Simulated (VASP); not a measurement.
# CoSi (P4/mmm) in VASP: a series of runs

The runs below take CoSi through single point, with r2SCAN, PBE.

Everything below comes from runs of VASP 6.6.1. Logs are shortened: lines on timing, memory, paths and dates and some standing lists are left out, and cuts for length are marked.

## (1) The cell of the first run

The structure is tetragonal, space group P4/mmm (No. 123). Conventional cell: a = 2.617 Å, b = 2.617 Å, c = 3.136 Å, α = 90.00°, β = 90.00°, γ = 90.00°. Co (site symmetry 4/mmm) has 8 Si at 2.43 Å and 6 Co at 2.62 to 3.14 Å within 3.2 Å. Within 3.2 Å of Si (site symmetry 4/mmm) lie 8 Co at 2.43 Å and 6 Si at 2.62 to 3.14 Å.

## (2) Single point, r2SCAN

Contents of POSCAR:

```
CoSi
1.0
    2.6168231338      0.0000000000      0.0000000000
    0.0000000000      2.6168231338      0.0000000000
    0.0000000000      0.0000000000      3.1358237220
Co Si
1 1
Direct
    0.0000000000      0.0000000000      0.0000000000
    0.5000000000      0.5000000000      0.5000000000
```

Contents of INCAR.step1:

```
ALGO = Normal
EDIFF = 1E-5
ENCUT = 760
GGA = PE
GGA_COMPAT = False
ISMEAR = 0
LASPH = True
LCHARG = False
LREAL = False
LWAVE = True
NBANDS = 18
NELM = 120
PREC = Accurate
SIGMA = 0.1
```

Contents of INCAR.step2:

```
ALGO = Normal
EDIFF = 1E-6
ENCUT = 760
GGA_COMPAT = False
ISIF = 2
ISMEAR = 0
ISTART = 1
LASPH = True
LCHARG = True
LELF = True
LMIXTAU = True
LREAL = False
LVHAR = True
LWAVE = False
METAGGA = R2SCAN
NBANDS = 18
NELM = 120
PREC = Accurate
SIGMA = 0.1
```

Contents of KPOINTS:

```
k-points
0
Gamma
  16 16 14
```

Potentials or basis: VASP PAW PBE potentials, release 64 (Co_sv, Si).

Command:

```
> cat potpaw_PBE.64/Co_sv/POTCAR potpaw_PBE.64/Si/POTCAR > POTCAR
> cp INCAR.step1 INCAR
> mpirun -np 1 vasp_std > vasp.out
> cp INCAR.step2 INCAR
> mpirun -np 1 vasp_std > vasp.out
```

OUTCAR:

```text
EDIFF = 1E-6
   ENCUT = 760
   ISIF = 2
   ISMEAR = 0
   ISTART = 1
   LASPH = True
   LREAL = False
   METAGGA = R2SCAN
   NELM = 120
   PREC = Accurate

 ion  position               nearest neighbor table
   1  0.000  0.000  0.000-   2 2.43   2 2.43   2 2.43   2 2.43   2 2.43   2 2.43   2 2.43   2 2.43

   2  0.500  0.500  0.500-   1 2.43   1 2.43   1 2.43   1 2.43   1 2.43   1 2.43   1 2.43   1 2.43

  LATTYP: Found a simple tetragonal cell.
 ALAT       =     2.6168231338
 C/A-ratio  =     1.1983323143

  Lattice vectors:

 A1 = (   2.6168231338,   0.0000000000,   0.0000000000)
 A2 = (   0.0000000000,   2.6168231338,   0.0000000000)
 A3 = (   0.0000000000,   0.0000000000,   3.1358237220)

Analysis of symmetry for initial positions (statically):
=====================================================================
 Subroutine PRICEL returns:
 Original cell was already a primitive cell.

 Routine SETGRP: Setting up the symmetry group for a
 simple tetragonal supercell.

 Subroutine GETGRP returns: Found 16 space group operations
 (whereof 16 operations were pure point group operations)
 out of a pool of 16 trial point group operations.

The static configuration has the point symmetry D_4h.

Analysis of symmetry for dynamics (positions and initial velocities):
=====================================================================
 Subroutine PRICEL returns:
 Original cell was already a primitive cell.

 Routine SETGRP: Setting up the symmetry group for a
 simple tetragonal supercell.

 Subroutine GETGRP returns: Found 16 space group operations
 (whereof 16 operations were pure point group operations)
 out of a pool of 16 trial point group operations.

The dynamic configuration has the point symmetry D_4h.

 Subroutine INISYM returns: Found 16 space group operations
 (whereof 16 operations are pure point group operations),
 and found     1 'primitive' translations

----------------------------------------------------------------------------------------

                                     Primitive cell

  volume of cell :      21.4734

  direct lattice vectors                    reciprocal lattice vectors
[... 79 lines left out ...]
   ISTART =      1    job   : 0-new  1-cont  2-samecut
   ICHARG =      0    charge: 1-file 2-atom 10-const
   ISPIN  =      1    spin polarized calculation?
   LNONCOLLINEAR =      F non collinear calculations
   LSORBIT =      F    spin-orbit coupling
   LASPH  =      T    aspherical Exc in radial PAW
   ENCUT  =  760.0 eV  55.86 Ry    7.47 a.u.   5.88  5.88  7.05*2*pi/ulx,y,z
   NELM   =    120;   NELMIN=  2; NELMDL=  0     # of ELM steps
   EDIFF  = 0.1E-05   stopping-criterion for ELM
   LREAL  =      F    real-space projection
   EDIFFG = 0.1E-04   stopping-criterion for IOM
   NSW    =      0    number of steps for IOM
   IBRION =     -1    ionic relax: 0-MD 1-quasi-New 2-CG
   NFREE  =      0    steps in history (QN), initial steepest desc. (CG)
   ISIF   =      2    stress and relaxation
   ISYM   =      2    0-nonsym 1-usesym 2-fastsym
   POTIM  = 0.5000    time-step for ionic-motion
   TEBEG  =    0.0;   TEEND  =   0.0 temperature during run
   PSTRESS=    0.0 pullay stress
   NELECT =      21.0000    total number of electrons
   NUPDOWN=      -1.0000    fix difference up-down
   EMIN   =  10.00;   EMAX   =-10.00  energy-range for DOS
   EFERMI =   0.00;   METHOD = LEGACY
   ISMEAR =     0;   SIGMA  =   0.10  broadening in eV -4-tet -1-fermi 0-gaus
   EFERMI_NEDOS =   21; number of points for ismear=-14 and -15
   IALGO  =     38    algorithm
   IMIX   =      4    mixing-type and parameters
     AMIX     =   0.40;   BMIX     =  1.00
     AMIX_MAG =   1.60;   BMIX_MAG =  1.00
  volume/ion in A,a.u.               =      10.74        72.45
  Fermi-wavevector in a.u.,A,eV,Ry     =   1.624979  3.070765 35.926964  2.640557
  Thomas-Fermi vector in A             =   2.718177
   LORBIT       =      0    0 simple, 1 ext, 2 COOP (PROOUT), +10 PAW based schemes
   METAGGA = R2SCAN    functional components
   LHFCALC =     F    Hartree Fock is set to
   AEXX    =    0.0000 exact exchange contribution
   IVDW    =     0    specifies the selected vdW correction
   LEPSILON=     F    determine dielectric tensor
   LRPA    =     F    only Hartree local field effects (RPA)
 non-spin polarized calculation
 Gauss-broadening in eV      SIGMA  =   0.10
  energy-cutoff  :      760.00
  volume of cell :       21.47
 maximum number of plane-waves:      1062
 NGX is ok and might be reduce to    24

 number of electron      20.9999983 magnetization

 Free energy of the ion-electron system (eV)
  ---------------------------------------------------
  ext. energy  EPLUGINS =         0.00000000
  ---------------------------------------------------
  free energy    TOTEN  =       -22.63350595 eV

  energy without entropy =      -22.62579459  energy(sigma->0) =      -22.62965027

 E-fermi :  13.6538     XC(G=0): -14.2713

 val. band max:       13.6511618069   @ k =   0.4375   0.4375   0.2143
 cond. band min:      13.6573544579   @ k =   0.3125   0.2500   0.3571
 fundamental gap:      0.0061926509
 Fermi energy:        13.6537569798

 k-point     1 :       0.0000    0.0000    0.0000
  band No.  band energies     occupation
      1     -85.0540      2.00000
      2     -46.9343      2.00000
      3     -46.9343      2.00000
      4     -46.9232      2.00000
      5      -1.4689      2.00000
      6       9.3518      2.00000
[... 481 lines left out ...]
      5       3.7554      2.00000
      6       4.7604      2.00000
[... 10 lines left out ...]
     17      26.7802      0.00000
     18      30.5077      0.00000

 [... further k-points ...]

------------------------ aborting loop because EDIFF is reached ----------------------------------------

  FORCE on cell =-STRESS in cart. coord.  units (eV):
  Direction    XX          YY          ZZ          XY          YZ          ZX
  --------------------------------------------------------------------------------------
  -------------------------------------------------------------------------------------
  Total       -1.3194310     -1.3194310     -0.9945237      0.0000000      0.0000000      0.0000000
  in kB      -98.4457329    -98.4457329    -74.2036646      0.0000000      0.0000000      0.0000000
  external PRESSURE =     -90.3650435 kB  Pullay stress =       0.0000000 kB

 VOLUME and BASIS-vectors are now :
 -----------------------------------------------------------------------------
  energy-cutoff  :      760.00
  volume of cell :       21.47
      direct lattice vectors                 reciprocal lattice vectors
     2.616823134  0.000000000  0.000000000     0.382142754  0.000000000  0.000000000
     0.000000000  2.616823134  0.000000000     0.000000000  0.382142754  0.000000000
     0.000000000  0.000000000  3.135823722     0.000000000  0.000000000  0.318895476

 POSITION                                       TOTAL-FORCE (eV/Angst)
 -----------------------------------------------------------------------------------
      0.00000      0.00000      0.00000         0.000000      0.000000      0.000000
      1.30841      1.30841      1.56791         0.000000      0.000000      0.000000
 -----------------------------------------------------------------------------------
    total drift:                                0.000000      0.000000      0.000000

  FREE ENERGIE OF THE ION-ELECTRON SYSTEM (eV)
  ---------------------------------------------------
  free  energy   TOTEN  =       -22.6335059466 eV

  energy  without entropy=      -22.6257945889  energy(sigma->0) =      -22.62965027
```

OUTCAR.step1:

```text
EDIFF = 1E-5
   ENCUT = 760
   GGA = PE
   ISMEAR = 0
   LASPH = True
[... 727 lines left out ...]
 -----------------------------------------------------------------------------------
      0.00000      0.00000      0.00000         0.000000      0.000000      0.000000
      1.30841      1.30841      1.56791         0.000000      0.000000      0.000000
 -----------------------------------------------------------------------------------
    total drift:                                0.000000      0.000000      0.000000

  FREE ENERGIE OF THE ION-ELECTRON SYSTEM (eV)
  ---------------------------------------------------
  free  energy   TOTEN  =       -13.3481023683 eV

  energy  without entropy=      -13.3402843353  energy(sigma->0) =      -13.34419335
```

OSZICAR.step1:

```text
N       E                     dE             d eps       ncg     rms          rms(c)
DAV:   1     0.216889082508E+03    0.21689E+03   -0.13940E+04 16366   0.308E+03
DAV:   2    -0.575270219723E+01   -0.22264E+03   -0.21359E+03 19038   0.742E+02
DAV:   3    -0.149410913225E+02   -0.91884E+01   -0.90542E+01 18980   0.129E+02
DAV:   4    -0.151002408354E+02   -0.15915E+00   -0.15891E+00 18256   0.150E+01
DAV:   5    -0.151058804533E+02   -0.56396E-02   -0.56389E-02 18436   0.267E+00    0.166E+01
DAV:   6    -0.187723962245E+02   -0.36665E+01   -0.43269E+01 15024   0.146E+02    0.292E+01
DAV:   7    -0.133773017126E+02    0.53951E+01   -0.14047E+01 14814   0.921E+01    0.318E+00
DAV:   8    -0.133602395666E+02    0.17062E-01   -0.42270E-01 17862   0.808E+00    0.129E+00
DAV:   9    -0.133488780110E+02    0.11362E-01   -0.34190E-02 19266   0.265E+00    0.373E-01
DAV:  10    -0.133482122984E+02    0.66571E-03   -0.30740E-03 20786   0.142E+00    0.184E-01
DAV:  11    -0.133481037188E+02    0.10858E-03   -0.38231E-04 20226   0.296E-01    0.611E-02
DAV:  12    -0.133481023683E+02    0.13506E-05   -0.67944E-06  8818   0.339E-02
   1 F= -.13348102E+02 E0= -.13344193E+02  d E =-.781803E-02
```

It took 3.5 min on 1 thread of Intel Xeon 6975P-C (Granite Rapids), shared host; peak memory 0.34 GiB.

What came out:

```yaml
Free_energy: -22.6335 eV
Pressure: -9.0 GPa
Band_gap_on_the_k_mesh: zero (an odd number of electrons rules out a gap without spin polarisation)
```

Stress tensor (GPa, compression positive):
```
-9.84  0.00  0.00
 0.00 -9.84  0.00
 0.00  0.00 -7.42
```

Caveat: the cell stands under tension; the PAW data sets were made with another functional, which shifts forces and pressure a little; an odd number of electrons without spin polarisation forces a metal; a magnetic or distorted state may lie lower. Spin polarisation is off, so any magnetic state and its effect on volume and gap are missing.

## (3) Single point, PBE, collinear spin, antiferromagnetic start

This run uses another cell than the first one: it holds 4 atoms, not 2.

Contents of INCAR:

```
SYSTEM = CoSi
PREC = Accurate ; ENCUT = 520
EDIFF = 1E-6 ; ISMEAR = 0
SIGMA = 0.1 ; LREAL = .False.
LASPH = .True. ; NELM = 150
ALGO = Normal ; ISIF = 2
LWAVE = .False. ; LCHARG = .False.
ISPIN = 2 ; MAGMOM = 2 -2 0 0
LORBIT = 11 ; LMAXMIX = 4
GGA = PE ; NBANDS = 25
```

Contents of KPOINTS:

```
regular mesh
0
Gamma
  16 8 14
  0 0 0
```

Contents of POSCAR:

```
CoSi
1.0
    2.6168231338      0.0000000000      0.0000000000
    0.0000000000      5.2336462676      0.0000000000
    0.0000000000      0.0000000000      3.1358237220
Co Si
2 2
Direct
    0.0000000000      1.0000000000      0.0000000000
    0.0000000000      0.5000000000      0.0000000000
    0.5000000000      0.2500000000      0.5000000000
    0.5000000000      0.7500000000      0.5000000000
```

Potentials or basis: VASP PAW PBE potentials, release 64 (Co, Si).

Command:

```
> cat potpaw_PBE.64/Co/POTCAR potpaw_PBE.64/Si/POTCAR > POTCAR
> mpirun -np 1 vasp_std > vasp.out
```

Wall time 13 min (1 thread of Oxide Virtual Turin-like, shared host); peak memory 0.56 GiB.

It converged, with:

```yaml
Free_energy: -26.5544 eV
Pressure: 0.0 GPa
Band_gap_on_the_k_mesh: zero (filled and empty bands overlap)
Net_moment: 0.00 μB per cell
Site_moments: Co +0.12, -0.12; Si +0.00 μB
Valence_electrons_inside_the_program's_atomic_spheres: Co 8.60; Si 1.58
```

Stress tensor (GPa, compression positive):
```
 0.73  0.00  0.00
 0.00 -0.38  0.00
 0.00  0.00 -0.49
```

Levels at points of the mesh, in eV from the Fermi level:
Spin up:
```
           k point  band 9  band 10  band 11  band 12  band 13  band 14  band 15  band 16  band 17  band 18
(0.00, 0.00, 0.00)   -1.39    -1.39    -1.15    -0.86    -0.64     0.24     5.26     5.26     5.92     6.00
(0.50, 0.00, 0.00)   -2.75    -2.74    -2.00    -1.16    -0.22     0.29     1.88     3.04     5.92     6.04
(0.00, 0.50, 0.00)   -1.52    -1.46    -1.31    -1.23     0.57     0.66     2.01     2.05     6.00     6.04
(0.50, 0.50, 0.00)   -2.51    -2.43    -2.12    -2.02    -0.08     0.21     4.22     4.24     5.83     5.86
(0.00, 0.00, 0.50)   -2.04    -1.84    -1.60    -1.32    -0.99    -0.81     1.18     1.86     6.80     8.76
(0.50, 0.00, 0.50)   -1.61    -1.35    -1.03    -0.81    -0.17     0.99     1.19     1.79     1.80     1.86
(0.00, 0.50, 0.50)   -1.86    -1.79    -1.39    -1.33    -1.23    -1.12     2.79     2.84     5.49     5.54
(0.50, 0.50, 0.50)   -1.03    -0.98    -0.95    -0.82    -0.53    -0.49     0.68     0.74     1.86     2.00
```
Spin down:
```tsv
k point	band 10	band 11	band 12	band 13	band 14	band 15	band 16	band 17
(0.00, 0.00, 0.00)	-1.39	-1.15	-0.86	-0.64	0.24	5.26	5.26	5.92
(0.50, 0.00, 0.00)	-2.74	-2.00	-1.16	-0.22	0.29	1.88	3.04	5.92
(0.00, 0.50, 0.00)	-1.46	-1.31	-1.23	0.57	0.66	2.01	2.05	6.00
(0.50, 0.50, 0.00)	-2.43	-2.12	-2.02	-0.08	0.21	4.22	4.24	5.83
(0.00, 0.00, 0.50)	-1.84	-1.60	-1.32	-0.99	-0.81	1.18	1.86	6.80
(0.50, 0.00, 0.50)	-1.35	-1.03	-0.81	-0.17	0.99	1.19	1.79	1.80
(0.00, 0.50, 0.50)	-1.79	-1.39	-1.33	-1.23	-1.12	2.79	2.84	5.49
(0.50, 0.50, 0.50)	-0.98	-0.95	-0.82	-0.53	-0.49	0.68	0.74	1.86
```
